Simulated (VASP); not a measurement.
# Cu3O2 (P-3m1) in VASP: further runs

Cu3O2 is run at these levels: PBE; tasks: single point, relaxation of cell and atoms.

Everything below comes from runs of VASP 6.6.1. Logs are shortened: lines on timing, memory, paths and dates and some standing lists are left out, and cuts for length are marked.

### 1 The cell of the first run

It takes space group P-3m1 (No. 164, trigonal). Conventional cell: a = 2.899 Å, b = 2.899 Å, c = 7.080 Å, α = 90.00°, β = 90.00°, γ = 120.00°. Within 2.9 Å of Cu (site symmetry -3m) lie 6 O at 2.08 Å and 6 Cu at 2.90 Å. Cu (site symmetry 3m) has 3 O at 2.15 Å and 9 Cu at 2.55 to 2.90 Å within 2.9 Å. O (site symmetry 3m) has 6 Cu at 2.08 to 2.15 Å and 9 O at 2.90 to 2.98 Å within 3.0 Å.

### 2 Single point, PBE

INCAR reads:

```
SYSTEM = Cu3O2
PREC     = Accurate       ! precision mode
ENCUT    = 520            ! plane-wave cutoff, eV
EDIFF    = 1E-7           ! SCF threshold, eV
ISMEAR   = 0              ! smearing method
SIGMA    = 0.1            ! smearing width, eV
LREAL    = .False.        ! projectors in reciprocal space
LASPH    = .True.         ! aspherical terms in the spheres
NELM     = 80             ! most SCF steps
ALGO     = Normal         ! electronic algorithm
ISIF     = 2              ! what is computed and relaxed
LWAVE    = .False.        ! write WAVECAR
LCHARG   = .False.        ! write CHGCAR
GGA      = PE             ! functional
NBANDS   = 30             ! bands
```

KPOINTS reads:

```
Automatic mesh
0
Gamma
  12 12 6
  0 0 0
```

POSCAR reads:

```
Cu3O2
1.0
    2.8986099552      0.0000000000      0.0000000000
   -1.4493049776      2.5102698569      0.0000000000
    0.0000000000      0.0000000000      7.0801412441
Cu O
3 2
Direct
    0.0000000000      0.0000000000      0.0000000000
    0.3333333333      0.6666666667      0.6356586993
    0.6666666667      0.3333333333      0.3643413007
    0.3333333333      0.6666666667      0.1741812347
    0.6666666667      0.3333333333      0.8258187653
```

Potentials or basis: VASP PAW PBE potentials, release 64 (Cu, O).

Started as:

```console
$ cat potpaw_PBE.64/Cu/POTCAR potpaw_PBE.64/O/POTCAR > POTCAR
$ mpirun -np 1 vasp_std > vasp.out
```

OUTCAR:

```text
SYSTEM = Cu3O2
   PREC = Accurate
   ENCUT = 520
   EDIFF = 1E-7
   ISMEAR = 0
   LREAL = .False.
   LASPH = .True.
   NELM = 80
   ISIF = 2
   GGA = PE

 ion  position               nearest neighbor table
   1  0.000  0.000  0.000-   4 2.08   5 2.08   5 2.08   4 2.08   5 2.08   4 2.08
   2  0.333  0.667  0.636-   5 2.15   5 2.15   5 2.15   3 2.55   3 2.55   3 2.55
   3  0.667  0.333  0.364-   4 2.15   4 2.15   4 2.15   2 2.55   2 2.55   2 2.55
   4  0.333  0.667  0.174-   1 2.08   1 2.08   1 2.08   3 2.15   3 2.15   3 2.15
   5  0.667  0.333  0.826-   1 2.08   1 2.08   1 2.08   2 2.15   2 2.15   2 2.15

  LATTYP: Found a hexagonal cell.
 ALAT       =     2.8986099552
 C/A-ratio  =     2.4425988158

  Lattice vectors:

 A1 = (   2.8986099552,   0.0000000000,   0.0000000000)
 A2 = (  -1.4493049776,   2.5102698569,   0.0000000000)
 A3 = (   0.0000000000,   0.0000000000,   7.0801412441)

Analysis of symmetry for initial positions (statically):
=====================================================================
 Subroutine PRICEL returns:
 Original cell was already a primitive cell.

 Routine SETGRP: Setting up the symmetry group for a
 hexagonal supercell.

 Subroutine GETGRP returns: Found 12 space group operations
 (whereof 12 operations were pure point group operations)
 out of a pool of 24 trial point group operations.

The static configuration has the point symmetry D_3d.

Analysis of symmetry for dynamics (positions and initial velocities):
=====================================================================
 Subroutine PRICEL returns:
 Original cell was already a primitive cell.

 Routine SETGRP: Setting up the symmetry group for a
 hexagonal supercell.

 Subroutine GETGRP returns: Found 12 space group operations
 (whereof 12 operations were pure point group operations)
 out of a pool of 24 trial point group operations.

The dynamic configuration has the point symmetry D_3d.

 Subroutine INISYM returns: Found 12 space group operations
 (whereof 12 operations are pure point group operations),
 and found     1 'primitive' translations

----------------------------------------------------------------------------------------

                                     Primitive cell

  volume of cell :      51.5172

  direct lattice vectors                    reciprocal lattice vectors
     2.898609955  0.000000000  0.000000000     0.344992950  0.199181773  0.000000000
    -1.449304978  2.510269857  0.000000000     0.000000000  0.398363545  0.000000000
     0.000000000  0.000000000  7.080141244     0.000000000  0.000000000  0.141240120

  length of vectors
     2.898609955  2.898609955  7.080141244     0.398363545  0.398363545  0.141240120

  position of ions in fractional coordinates (direct lattice)
     0.000000000  0.000000000  0.000000000
     0.333333333  0.666666667  0.635658699
     0.666666667  0.333333333  0.364341301
     0.333333333  0.666666667  0.174181235
     0.666666667  0.333333333  0.825818765

  ion indices of the primitive-cell ions
   primitive index   ion index
                 1           1
                 2           2
                 3           3
                 4           4
                 5           5

----------------------------------------------------------------------------------------

 KPOINTS: Automatic mesh

Automatic generation of k-mesh.
 Grid dimensions read from file:
 generate k-points for:   12   12    6

 Generating k-lattice:

  Cartesian coordinates                     Fractional coordinates (reciprocal lattice)
     0.028749413  0.016598481  0.000000000     0.083333333  0.000000000  0.000000000
     0.000000000  0.033196962  0.000000000     0.000000000  0.083333333  0.000000000
     0.000000000  0.000000000  0.023540020     0.000000000  0.000000000  0.166666667

  Length of vectors
     0.033196962  0.033196962  0.023540020

  Shift w.r.t. Gamma in fractional coordinates (k-lattice)
     0.000000000  0.000000000  0.000000000

 Subroutine IBZKPT returns following result:
 ===========================================

 Found    100 irreducible k-points:

 Following reciprocal coordinates:
            Coordinates               Weight
  0.000000  0.000000  0.000000      1.000000
  0.083333  0.000000  0.000000      6.000000
  0.166667  0.000000  0.000000      6.000000
  0.250000  0.000000  0.000000      6.000000
  0.333333 -0.000000  0.000000      6.000000
  0.416667  0.000000  0.000000      6.000000
[... 16 lines left out ...]
  0.166667  0.000000  0.166667      6.000000
  0.000000  0.166667  0.166667      6.000000
 [... further k-points ...]
   k-points           NKPTS =    100   k-points in BZ     NKDIM =    100   number of bands    NBANDS=     30
   number of dos      NEDOS =    301   number of ions     NIONS =      5
   total plane-waves  NPLWV =  31104
   dimension x,y,z NGX =    24 NGY =   24 NGZ =   54
   dimension x,y,z NGXF=    48 NGYF=   48 NGZF=  108
   ions per type =               3   2
   NGX,Y,Z   is equivalent  to a cutoff of  13.76, 13.76, 12.68 a.u.
   NGXF,Y,Z  is equivalent  to a cutoff of  27.53, 27.53, 25.36 a.u.
 SYSTEM =  Cu3O2
   PREC   = accura    normal or accurate (medium, high low for compatibility)
   ISTART =      0    job   : 0-new  1-cont  2-samecut
   ICHARG =      2    charge: 1-file 2-atom 10-const
   ISPIN  =      1    spin polarized calculation?
   LNONCOLLINEAR =      F non collinear calculations
   LSORBIT =      F    spin-orbit coupling
   LASPH  =      T    aspherical Exc in radial PAW
   ENCUT  =  520.0 eV  38.22 Ry    6.18 a.u.   5.39  5.39 13.16*2*pi/ulx,y,z
   NELM   =     80;   NELMIN=  2; NELMDL= -5     # of ELM steps
   EDIFF  = 0.1E-06   stopping-criterion for ELM
   LREAL  =      F    real-space projection
   EDIFFG = 0.1E-05   stopping-criterion for IOM
   NSW    =      0    number of steps for IOM
   IBRION =     -1    ionic relax: 0-MD 1-quasi-New 2-CG
   NFREE  =      0    steps in history (QN), initial steepest desc. (CG)
   ISIF   =      2    stress and relaxation
   ISYM   =      2    0-nonsym 1-usesym 2-fastsym
   POTIM  = 0.5000    time-step for ionic-motion
   TEBEG  =    0.0;   TEEND  =   0.0 temperature during run
   PSTRESS=    0.0 pullay stress
   NELECT =      45.0000    total number of electrons
   NUPDOWN=      -1.0000    fix difference up-down
   EMIN   =  10.00;   EMAX   =-10.00  energy-range for DOS
   EFERMI =   0.00;   METHOD = LEGACY
   ISMEAR =     0;   SIGMA  =   0.10  broadening in eV -4-tet -1-fermi 0-gaus
   EFERMI_NEDOS =   21; number of points for ismear=-14 and -15
   IALGO  =     38    algorithm
   IMIX   =      4    mixing-type and parameters
     AMIX     =   0.40;   BMIX     =  1.00
     AMIX_MAG =   1.60;   BMIX_MAG =  1.00
  volume/ion in A,a.u.               =      10.30        69.53
  Fermi-wavevector in a.u.,A,eV,Ry     =   1.564930  2.957289 33.320756  2.449006
  Thomas-Fermi vector in A             =   2.667481
   LORBIT       =      0    0 simple, 1 ext, 2 COOP (PROOUT), +10 PAW based schemes
   GGA     = PE    functional components
   LHFCALC =     F    Hartree Fock is set to
   AEXX    =    0.0000 exact exchange contribution
   IVDW    =     0    specifies the selected vdW correction
   LEPSILON=     F    determine dielectric tensor
   LRPA    =     F    only Hartree local field effects (RPA)
 non-spin polarized calculation
 Gauss-broadening in eV      SIGMA  =   0.10
  energy-cutoff  :      520.00
  volume of cell :       51.52
 maximum number of plane-waves:      1430
 NGX is ok and might be reduce to    24
   NGX = 11   NGY = 11   NGZ = 27

 number of electron      45.0000001 magnetization

 Free energy of the ion-electron system (eV)
  ---------------------------------------------------
  ext. energy  EPLUGINS =         0.00000000
  ---------------------------------------------------
  free energy    TOTEN  =       -22.36293886 eV

  energy without entropy =      -22.34075275  energy(sigma->0) =      -22.35184580

 E-fermi :   6.0686     XC(G=0): -12.2903

 val. band max:        6.0681118198   @ k =  -0.0833   0.5000   0.3333
 cond. band min:       6.0697224503   @ k =   0.3333   0.2500   0.3333
 fundamental gap:      0.0016106304
 Fermi energy:         6.0685906688

 k-point     1 :       0.0000    0.0000    0.0000
  band No.  band energies     occupation
      1     -13.3390      2.00000
      2     -12.6346      2.00000
      3      -1.6965      2.00000
      4       1.0914      2.00000
      5       1.6563      2.00000
      6       1.6563      2.00000
[... 22 lines left out ...]
     29      21.9744      0.00000
     30      21.9744      0.00000

 k-point     2 :       0.0833    0.0000    0.0000
  band No.  band energies     occupation
      1     -13.2729      2.00000
      2     -12.5950      2.00000
      3      -1.5617      2.00000
      4       0.9819      2.00000
      5       1.6625      2.00000
      6       1.6778      2.00000
[... 22 lines left out ...]
     29      20.5669      0.00000
     30      21.6292      0.00000

 k-point     3 :       0.1667    0.0000    0.0000
  band No.  band energies     occupation
      1     -13.0852      2.00000
      2     -12.4855      2.00000
      3      -1.1757      2.00000
      4       0.7108      2.00000
      5       1.3147      2.00000
      6       1.6679      2.00000
[... 22 lines left out ...]
     29      18.0988      0.00000
     30      19.9450      0.00000

 k-point     4 :       0.2500    0.0000    0.0000
  band No.  band energies     occupation
      1     -12.8112      2.00000
      2     -12.3335      2.00000
      3      -0.6058      2.00000
      4       0.3731      2.00000
      5       0.5774      2.00000
      6       1.5362      2.00000
[... 22 lines left out ...]
     29      17.4421      0.00000
     30      18.7528      0.00000

 k-point     5 :       0.3333   -0.0000    0.0000
  band No.  band energies     occupation
      1     -12.5089      2.00000
      2     -12.1822      2.00000
      3      -0.2857      2.00000
      4       0.0648      2.00000
      5       0.1382      2.00000
      6       1.2793      2.00000
[... 22 lines left out ...]
     29      17.5602      0.00000
     30      18.4635      0.00000
[... 526 lines left out ...]
     29      20.3321      0.00000
     30      21.8647      0.00000

 k-point    22 :       0.0000    0.0833    0.1667
  band No.  band energies     occupation
      1     -13.2685      2.00000
      2     -12.6008      2.00000
      3      -1.4626      2.00000
      4       0.5863      2.00000
      5       1.6415      2.00000
      6       1.6609      2.00000
[... 22 lines left out ...]
     29      20.9155      0.00000
     30      21.1080      0.00000

 k-point    23 :       0.1667    0.0000    0.1667
  band No.  band energies     occupation
      1     -13.0813      2.00000
      2     -12.4906      2.00000
      3      -1.0822      2.00000
      4       0.4774      2.00000
      5       1.3157      2.00000
      6       1.6526      2.00000
[... 22 lines left out ...]
     29      18.1906      0.00000
     30      20.2963      0.00000

 k-point    24 :       0.0000    0.1667    0.1667
  band No.  band energies     occupation
      1     -13.0815      2.00000
      2     -12.4902      2.00000
      3      -1.1035      2.00000
      4       0.4449      2.00000
      5       1.5551      2.00000
      6       1.6741      2.00000
[... 22 lines left out ...]
     29      18.6297      0.00000
     30      19.6000      0.00000

 [... further k-points ...]
[... 5 lines left out ...]
  --------------------------------------------------------------------------------------
  -------------------------------------------------------------------------------------
  Total        0.1262860      0.1262860      0.0575163     -0.0000000      0.0000000      0.0000000
  in kB        3.9274773      3.9274773      1.7887497     -0.0000000      0.0000000      0.0000000
  external PRESSURE =       3.2145681 kB  Pullay stress =       0.0000000 kB

 VOLUME and BASIS-vectors are now :
 -----------------------------------------------------------------------------
  energy-cutoff  :      520.00
  volume of cell :       51.52
      direct lattice vectors                 reciprocal lattice vectors
     2.898609955  0.000000000  0.000000000     0.344992950  0.199181773  0.000000000
    -1.449304978  2.510269857  0.000000000     0.000000000  0.398363545  0.000000000
     0.000000000  0.000000000  7.080141244     0.000000000  0.000000000  0.141240120

 POSITION                                       TOTAL-FORCE (eV/Angst)
 -----------------------------------------------------------------------------------
      0.00000      0.00000      0.00000        -0.000000      0.000000      0.000000
     -0.00000      1.67351      4.50055         0.000000      0.000000      0.024218
      1.44930      0.83676      2.57959        -0.000000      0.000000     -0.024218
     -0.00000      1.67351      1.23323        -0.000000      0.000000      0.030874
      1.44930      0.83676      5.84691         0.000000     -0.000000     -0.030874
 -----------------------------------------------------------------------------------
    total drift:                               -0.000000     -0.000000      0.000000

  FREE ENERGIE OF THE ION-ELECTRON SYSTEM (eV)
  ---------------------------------------------------
  free  energy   TOTEN  =       -22.3629388563 eV

  energy  without entropy=      -22.3407527461  energy(sigma->0) =      -22.35184580
```

Wall time 2.8 min (1 thread of Intel Xeon Platinum 8259CL at 2.50GHz (Skylake/Cascade Lake), shared host); peak memory 0.26 GiB.

What came out:

```
Free energy            : -22.3629 eV
Pressure               : 0.3 GPa
Largest force          : 0.031 eV/Å
Band gap on the k mesh : zero (an odd number of electrons rules out a gap without spin polarisation)
```

Forces in eV/Å, atoms in the order of the input:
```
Cu   0.000  0.000  0.000
Cu   0.000  0.000  0.024
Cu   0.000  0.000 -0.024
O    0.000  0.000  0.031
O    0.000  0.000 -0.031
```

Caveat: an odd number of electrons without spin polarisation forces a metal; a magnetic or distorted state may lie lower.

### 3 Single point, PBE, collinear spin

This run uses another cell than the first one, of 10.27 Å³/atom.

INCAR reads:

```
SYSTEM = Cu3O2
PREC = Accurate ; ENCUT = 520
EDIFF = 1E-6 ; ISMEAR = 0
SIGMA = 0.1 ; LREAL = .False.
LASPH = .True. ; NELM = 150
ALGO = Normal ; ISIF = 2
LWAVE = .False. ; LCHARG = .False.
ISPIN = 2 ; MAGMOM = 0.13 0.18 0.18 0.11 0.11
LORBIT = 11 ; LMAXMIX = 4
GGA = PE ; NBANDS = 34
```

KPOINTS reads:

```
Automatic mesh
0
Gamma
  6 6 4
  0 0 0
```

POSCAR reads:

```
Cu3O2
1.0
    2.8880854871      0.0000000000      0.0000000000
   -1.4440427435      2.5011554002      0.0000000000
    0.0000000000      0.0000000000      7.1106820985
Cu O
3 2
Direct
    0.0000000000      0.0000000000      0.0000000000
    0.3333333333      0.6666666667      0.6350840024
    0.6666666667      0.3333333333      0.3649159976
    0.3333333333      0.6666666667      0.1745107382
    0.6666666667      0.3333333333      0.8254892618
```

Potentials or basis: VASP PAW PBE potentials, release 64 (Cu, O).

Started as:

```console
$ cat potpaw_PBE.64/Cu/POTCAR potpaw_PBE.64/O/POTCAR > POTCAR
$ mpirun -np 1 vasp_std > vasp.out
```

Run time: 81 s. Hardware: 1 thread of Intel Xeon Platinum 8259CL at 2.50GHz (Skylake/Cascade Lake), shared host; peak memory 0.23 GiB.

The run converged. Its results:

| Property | Result |
| --- | --- |
| Free energy | -22.3829 eV |
| Pressure | 0.4 GPa |
| Largest force | 0.021 eV/Å |
| Net moment | 0.00 μB per cell |
| Valence electrons inside the program's atomic spheres | Cu 9.82, 9.83 (each value once); O 4.93 |

Forces in eV/Å, atoms in the order of the input:
```
Cu   0.000  0.000  0.000
Cu   0.000  0.000  0.021
Cu   0.000  0.000 -0.021
O    0.000  0.000  0.021
O    0.000  0.000 -0.021
```

Levels at points of the mesh, in eV from the Fermi level:
Spin up:
```
           k point  band 19  band 20  band 21  band 22  band 23  band 24  band 25  band 26
(0.00, 0.00, 0.00)    -1.51    -1.51    -0.81    -0.81     0.46     0.46     4.14     4.31
(0.50, 0.00, 0.00)    -1.18    -1.17    -0.97    -0.41     0.46     2.56     3.17     6.93
(0.00, 0.00, 0.50)    -1.40    -1.40    -0.63    -0.63     0.41     0.41     2.26     6.39
(0.50, 0.00, 0.50)    -1.24    -1.18    -0.66    -0.08     0.20     2.45     2.81     7.39
```
Spin down:
```tsv
k point	band 19	band 20	band 21	band 22	band 23	band 24	band 25	band 26
(0.00, 0.00, 0.00)	-1.51	-1.51	-0.81	-0.81	0.46	0.46	4.14	4.31
(0.50, 0.00, 0.00)	-1.18	-1.17	-0.97	-0.41	0.46	2.56	3.17	6.93
(0.00, 0.00, 0.50)	-1.40	-1.40	-0.63	-0.63	0.41	0.41	2.26	6.39
(0.50, 0.00, 0.50)	-1.24	-1.18	-0.66	-0.08	0.20	2.45	2.81	7.39
```

Caveat: the k points lie up to 0.42 Å⁻¹ apart. With open d or f shells a metallic result of PBE can be an artefact of self-interaction; +U or a hybrid may open a gap.

(Continued in part 2 of 2.)
